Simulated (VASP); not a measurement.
Here is a VASP 6.6.1 calculation.

INCAR

```
SYSTEM = Cs2Ru
ALGO = Normal ; EDIFF = 1E-6
ENCUT = 520 ; GGA = PE
ISIF = 2 ; ISMEAR = 0
LASPH = .True. ; LCHARG = .False.
LREAL = .False. ; LWAVE = .False.
NBANDS = 41 ; NELM = 80
PREC = Accurate ; SIGMA = 0.1
```

KPOINTS

```
k-points
0
Gamma
  4 4 4
  0 0 0
```

File POSCAR:

```
Cs2Ru
1.0
    0.0000000000      4.7145340341      4.7145340341
    4.7145340341      0.0000000000      4.7145340341
    4.7145340341      4.7145340341      0.0000000000
Cs Ru
4 2
Direct
    0.6250000000      0.6250000000      0.6250000000
    0.1250000000      0.6250000000      0.6250000000
    0.6250000000      0.6250000000      0.1250000000
    0.6250000000      0.1250000000      0.6250000000
    0.0000000000      0.0000000000      0.0000000000
    0.2500000000      0.2500000000      0.2500000000
```

Potentials or basis: VASP PAW PBE potentials, release 64 (Cs_sv, Ru_pv).

Run with:

```console
$ cat potpaw_PBE.64/Cs_sv/POTCAR potpaw_PBE.64/Ru_pv/POTCAR > POTCAR
$ mpirun -np 1 vasp_std > vasp.out
```

Q: Predict the pressure.

A: 2.2 GPa.

Q: What does it give for the band gap on the k mesh?

A: Zero (bands 32 and 33 overlap by 0.19 eV).

Caveat: spin-orbit coupling is left out, which moves the levels of the heavy elements.
